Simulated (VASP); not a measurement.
# Ge in VASP: notebook

The runs below take Ge through single point, with PBE+D3(BJ).

Program: VASP 6.6.1. These are calculated values, not measurements. Logs are shortened: lines on timing, memory, paths and dates and some standing lists are left out, and cuts for length are marked.

### 1 The cell of the first run

The cell holds a slab with vacuum, 4 atoms: a = 4.023 Å, b = 4.023 Å, c = 18.869 Å, α = 90.00°, β = 90.00°, γ = 120.00°.

### 2 Single point, PBE+D3(BJ) (layers slid over each other)

The input, INCAR:

```
  PREC = Accurate
  ENCUT = 520
  EDIFF = 1E-6
  ISMEAR = 0
  SIGMA = 0.1
  LREAL = F
  LASPH = T
  NELM = 60
  ALGO = Normal
  ISIF = 2
  LWAVE = F
  LCHARG = T
  LDIPOL = T
  IDIPOL = 3
  DIPOL = 0.5 0.5 0.377
  GGA = PE
  IVDW = 12
  LELF = T
  LVHAR = T
  LVACPOTAV = T
  NBANDS = 36
```

The input, KPOINTS:

```
regular mesh
0
Gamma
  9 9 1
```

The input, POSCAR:

```
Ge
1.0
    4.0226895311      0.0000000000      0.0000000000
   -2.0113447656      3.4837513255      0.0000000000
    0.0000000000      0.0000000000     18.8685220517
Ge
4
Direct
    0.3333333333      0.6666666667      0.2747571332
    0.6666666667      0.3333333333      0.2384924472
    0.8888888889      0.7777777778      0.5150653573
    0.5555555556      1.1111111111      0.4788006714
```

Potentials or basis: VASP PAW PBE potentials, release 64 (Ge_d).

Command:

```
$ cat potpaw_PBE.64/Ge_d/POTCAR > POTCAR
$ mpirun -np 1 vasp_std > vasp.out
```

OUTCAR:

```text
PREC = Accurate
   ENCUT = 520
   EDIFF = 1E-6
   ISMEAR = 0
   LREAL = F
   LASPH = T
   NELM = 60
   ISIF = 2
   GGA = PE
   IVDW = 12
 IVDW          = 12

 ion  position               nearest neighbor table
   1  0.333  0.667  0.275-   2 2.42   2 2.42   2 2.42
   2  0.667  0.333  0.238-   1 2.42   1 2.42   1 2.42
   3  0.889  0.778  0.515-   4 2.42   4 2.42   4 2.42
   4  0.556  0.111  0.479-   3 2.42   3 2.42   3 2.42

  LATTYP: Found a hexagonal cell.
 ALAT       =     4.0226895311
 C/A-ratio  =     4.6905240650

  Lattice vectors:

 A1 = (   4.0226895311,   0.0000000000,   0.0000000000)
 A2 = (  -2.0113447656,   3.4837513255,   0.0000000000)
 A3 = (   0.0000000000,   0.0000000000,  18.8685220517)

Analysis of symmetry for initial positions (statically):
=====================================================================
 Subroutine PRICEL returns:
 Original cell was already a primitive cell.

 Routine SETGRP: Setting up the symmetry group for a
 hexagonal supercell.

 Subroutine GETGRP returns: Found  2 space group operations
 (whereof  2 operations were pure point group operations)
 out of a pool of 24 trial point group operations.

The static configuration has the point symmetry C_1h.

Analysis of symmetry for dynamics (positions and initial velocities):
=====================================================================
 Subroutine PRICEL returns:
 Original cell was already a primitive cell.

 Routine SETGRP: Setting up the symmetry group for a
 hexagonal supercell.

 Subroutine GETGRP returns: Found  2 space group operations
 (whereof  2 operations were pure point group operations)
 out of a pool of 24 trial point group operations.

The dynamic configuration has the point symmetry C_1h.

 Subroutine INISYM returns: Found  2 space group operations
 (whereof  2 operations are pure point group operations),
 and found     1 'primitive' translations

----------------------------------------------------------------------------------------

                                     Primitive cell

  volume of cell :     264.4244

  direct lattice vectors                    reciprocal lattice vectors
     4.022689531  0.000000000  0.000000000     0.248589903  0.143523447  0.000000000
    -2.011344766  3.483751326  0.000000000     0.000000000  0.287046895  0.000000000
     0.000000000  0.000000000 18.868522052     0.000000000  0.000000000  0.052998322

  length of vectors
     4.022689531  4.022689531 18.868522052     0.287046895  0.287046895  0.052998322

[... 90 lines left out ...]
   ISYM   =      2    0-nonsym 1-usesym 2-fastsym
   POTIM  = 0.5000    time-step for ionic-motion
   TEBEG  =    0.0;   TEEND  =   0.0 temperature during run
   PSTRESS=    0.0 pullay stress
   NELECT =      56.0000    total number of electrons
   NUPDOWN=      -1.0000    fix difference up-down
   EMIN   =  10.00;   EMAX   =-10.00  energy-range for DOS
   EFERMI =   0.00;   METHOD = LEGACY
   ISMEAR =     0;   SIGMA  =   0.10  broadening in eV -4-tet -1-fermi 0-gaus
   EFERMI_NEDOS =   21; number of points for ismear=-14 and -15
   IALGO  =     38    algorithm
   IMIX   =      4    mixing-type and parameters
     AMIX     =   0.40;   BMIX     =  1.00
     AMIX_MAG =   1.60;   BMIX_MAG =  1.00
  volume/ion in A,a.u.               =      66.11       446.11
  Fermi-wavevector in a.u.,A,eV,Ry     =   0.975821  1.844035 12.955840  0.952227
  Thomas-Fermi vector in A             =   2.106391
   LORBIT       =      0    0 simple, 1 ext, 2 COOP (PROOUT), +10 PAW based schemes
   GGA     = PE    functional components
   LHFCALC =     F    Hartree Fock is set to
   AEXX    =    0.0000 exact exchange contribution
   IVDW    =    12    specifies the selected vdW correction
   LEPSILON=     F    determine dielectric tensor
   LRPA    =     F    only Hartree local field effects (RPA)
 non-spin polarized calculation
 Gauss-broadening in eV      SIGMA  =   0.10
  energy-cutoff  :      520.00
  volume of cell :      264.42
 maximum number of plane-waves:      7165
 NGX is ok and might be reduce to    30
   NGX = 15   NGY = 15   NGZ = 71

 dipolmoment           0.000000      0.000000     -0.000004 electrons x Angstroem

 number of electron      55.9999986 magnetization

 dipolmoment           0.000000      0.000000      0.005102 electrons x Angstroem

 Free energy of the ion-electron system (eV)
  ---------------------------------------------------
  ext. energy  EPLUGINS =         0.00000000
  ---------------------------------------------------
  free energy    TOTEN  =       -16.20369927 eV

  energy without entropy =      -16.20333245  energy(sigma->0) =      -16.20351586

 E-fermi :  -1.3603     XC(G=0):  -4.4104

 val. band max:       -1.5026484071   @ k =   0.3333   0.3333   0.0000
 cond. band min:      -1.2178652484   @ k =   0.3333   0.3333   0.0000
 fundamental gap:      0.2847831587
 Fermi energy:        -1.3602567453

 k-point     1 :       0.0000    0.0000    0.0000
  band No.  band energies     occupation
      1     -25.8828      2.00000
      2     -25.8828      2.00000
      3     -25.8325      2.00000
      4     -25.8324      2.00000
      5     -25.8312      2.00000
      6     -25.8309      2.00000
[... 925 lines left out ...]
     35       4.3840      0.00000
     36       5.2794      0.00000

 [... further k-points ...]

------------------------ aborting loop because EDIFF is reached ----------------------------------------

 Edisp (eV)   -0.80539

 E8    (eV) :    -0.3698

  FORCE on cell =-STRESS in cart. coord.  units (eV):
  Direction    XX          YY          ZZ          XY          YZ          ZX
  --------------------------------------------------------------------------------------
  -------------------------------------------------------------------------------------
  Total      -0.21385    -0.17647    -0.82340     0.00000     0.00109    -0.00000
  in kB      -1.29574    -1.06924    -4.98905     0.00000     0.00661    -0.00000
  external pressure =       -2.45 kB  Pullay stress =        0.00 kB

 VOLUME and BASIS-vectors are now :
 -----------------------------------------------------------------------------
  energy-cutoff  :      520.00
  volume of cell :      264.42
      direct lattice vectors                 reciprocal lattice vectors
     4.022689531  0.000000000  0.000000000     0.248589903  0.143523447  0.000000000
    -2.011344766  3.483751326  0.000000000     0.000000000  0.287046895  0.000000000
     0.000000000  0.000000000 18.868522052     0.000000000  0.000000000  0.052998322

 POSITION                                       TOTAL-FORCE (eV/Angst)
 -----------------------------------------------------------------------------------
     -0.00000      2.32250      5.18426         0.000000     -0.000693      0.163468
      2.01134      1.16125      4.50000        -0.000000      0.001271      0.028474
      2.01134      2.70958      9.71852        -0.000000      0.006051     -0.009148
      2.01134      0.38708      9.03426         0.000000     -0.006628     -0.182794
 -----------------------------------------------------------------------------------
    total drift:                                0.000005     -0.000008     -0.000022

  FREE ENERGIE OF THE ION-ELECTRON SYSTEM (eV)
  ---------------------------------------------------
  free  energy   TOTEN  =       -17.0090894414 eV

  energy  without entropy=      -17.0087226191  energy(sigma->0) =      -17.00890603

 vacuum level on the upper side and lower side of the slab         3.165         3.099
```

stdout:

```text
POSCAR found type information on POSCAR Ge
 POSCAR found :  1 types and       4 ions
 scaLAPACK will be used
 LDA part: xc-table for (Slater+PW92), standard interpolation
 POSCAR, INCAR and KPOINTS ok, starting setup
 FFT: planning ... GRIDC
 FFT: planning ... GRID_SOFT
 FFT: planning ... GRID
 WAVECAR not read
 entering main loop
 -----------------------------------------------------------------------------
|                                                                             |
|           W    W    AA    RRRRR   N    N  II  N    N   GGGG   !!!           |
|           W    W   A  A   R    R  NN   N  II  NN   N  G    G  !!!           |
|           W    W  A    A  R    R  N N  N  II  N N  N  G       !!!           |
|           W WW W  AAAAAA  RRRRR   N  N N  II  N  N N  G  GGG   !            |
|           WW  WW  A    A  R   R   N   NN  II  N   NN  G    G                |
|           W    W  A    A  R    R  N    N  II  N    N   GGGG   !!!           |
|                                                                             |
|     Did not find any points to average over, which means that no vacuum     |
|     field-free region was found. Please increase the size of  your cell     |
|     in the dimension of the dipole correction to obtain accurate            |
|     workfunction values.                                                    |
|                                                                             |
 -----------------------------------------------------------------------------
```

It took 3.5 min on 1 thread of Intel Xeon Platinum 8488C (Sapphire Rapids), shared host; peak memory 0.44 GiB.

What came out:

- Free energy: -17.0091 eV
- Largest force: 0.183 eV/Å
- Band gap on the k mesh: 0.28 eV
- Dispersion energy per atom: -0.201 eV

Forces on the atoms (eV/Å):
```
Ge   0.000 -0.001  0.163
Ge   0.000  0.001  0.028
Ge   0.000  0.006 -0.009
Ge   0.000 -0.007 -0.183
```

Caveat: the cell differs from its parent crystal (layers slid over each other).

### 3 Single point, PBE+D3(BJ) (layers slid over each other)

The input, INCAR:

```
SYSTEM = Ge
PREC = Accurate
ENCUT = 520
EDIFF = 1E-6
ISMEAR = 0
SIGMA = 0.1
LREAL = .False.
LASPH = .True.
NELM = 60
ALGO = Normal
ISIF = 2
LWAVE = .False.
LCHARG = .False.
LDIPOL = .True.
IDIPOL = 3
DIPOL = 0.5 0.5 0.377
GGA = PE
IVDW = 12
NBANDS = 36
```

The input, KPOINTS:

```
Automatic mesh
0
Gamma
  9 9 1
  0 0 0
```

Edit POSCAR of step 2 so:

```diff
@@ -10,3 +10,3 @@
     0.6666666667      0.3333333333      0.2384924472
-    0.8888888889      0.7777777778      0.5150653573
-    0.5555555556      1.1111111111      0.4788006714
+    1.1111111111      1.2222222222      0.5150653573
+    0.7777777778      1.5555555556      0.4788006714
```

Potentials or basis: VASP PAW PBE potentials, release 64 (Ge_d).

Command:

```
$ cat potpaw_PBE.64/Ge_d/POTCAR > POTCAR
$ mpirun -np 1 vasp_std > vasp.out
```

It took 4 min on 1 thread of Intel Xeon Platinum 8488C (Sapphire Rapids), shared host; peak memory 0.44 GiB.

Results (log left out):

- Free energy: -17.0083 eV
- Largest force: 0.178 eV/Å
- Band gap on the k mesh: 0.21 eV
- Dispersion energy per atom: -0.201 eV

Forces on the atoms (eV/Å):
```
Ge   0.000  0.003  0.162
Ge   0.000 -0.003  0.031
Ge   0.000  0.001 -0.015
Ge   0.000 -0.001 -0.178
```

Levels at points of the mesh, in eV from the valence-band top:
```
           k point  band 26  band 27  band 28  band 29  band 30  band 31
(0.00, 0.00, 0.00)    -0.34    -0.30    -0.28     0.63     0.77     2.14
```

Caveat: the cell differs from its parent crystal (layers slid over each other).

### 4 Single point, PBE+D3(BJ) (layers slid over each other)

The input, INCAR:

```
  PREC = Accurate
  ENCUT = 520
  EDIFF = 1E-6
  ISMEAR = 0
  SIGMA = 0.1
  LREAL = F
  LASPH = T
  NELM = 80
  ALGO = Normal
  ISIF = 2
  LWAVE = F
  LCHARG = F
  LDIPOL = T
  IDIPOL = 3
  DIPOL = 0.5 0.5 0.377
  GGA = PE
  IVDW = 12
  NBANDS = 36
```

The input, KPOINTS:

```
regular mesh
0
Gamma
  9 9 1
```

Edit POSCAR of step 3 so:

```diff
@@ -10,3 +10,3 @@
     0.6666666667      0.3333333333      0.2384924472
-    1.1111111111      1.2222222222      0.5150653573
-    0.7777777778      1.5555555556      0.4788006714
+    0.7777777778      0.5555555556      0.5150653573
+    0.4444444444      0.8888888889      0.4788006714
```

Command:

```
$ cat potpaw_PBE.64/Ge_d/POTCAR > POTCAR
$ mpirun -np 1 vasp_std > vasp.out
```

It took 3.7 min on 1 thread of Intel Xeon Platinum 8488C (Sapphire Rapids), shared host; peak memory 0.44 GiB.

The run converged. Its results:

- Free energy: -17.0050 eV
- Largest force: 0.177 eV/Å
- Band gap on the k mesh: 0.38 eV
- Dispersion energy per atom: -0.201 eV

Forces on the atoms (eV/Å):
```
Ge   0.000 -0.001  0.173
Ge   0.000 -0.010 -0.002
Ge   0.000  0.010  0.006
Ge   0.000  0.001 -0.177
```

Levels at points of the mesh, in eV from the valence-band top:
| k point | band 25 | band 26 | band 27 | band 28 | band 29 | band 30 | band 31 | band 32 |
| --- | --- | --- | --- | --- | --- | --- | --- | --- |
| (0.00, 0.00, 0.00) | -0.28 | -0.27 | -0.24 | -0.22 | 0.68 | 0.87 | 2.15 | 3.59 |

Caveat: the cell differs from its parent crystal (layers slid over each other).

### 5 Overview

```tsv
cell	gap on the mesh (eV)	largest force (eV/Å)
as given, atomic positions A	0.28	0.18
as given, atomic positions B	0.21	0.18
as given, atomic positions C	0.38	0.18
```

Alike in all rows: task single point; level PBE+D3(BJ); potentials or basis VASP PAW PBE potentials, release 64 (Ge_d); no spin polarisation; k mesh 9 × 9 × 1; cutoff (eV) 520; smearing gaussian 0.1 eV.

Total energies depend on the potentials used, so only differences within one code and one set of settings carry meaning.
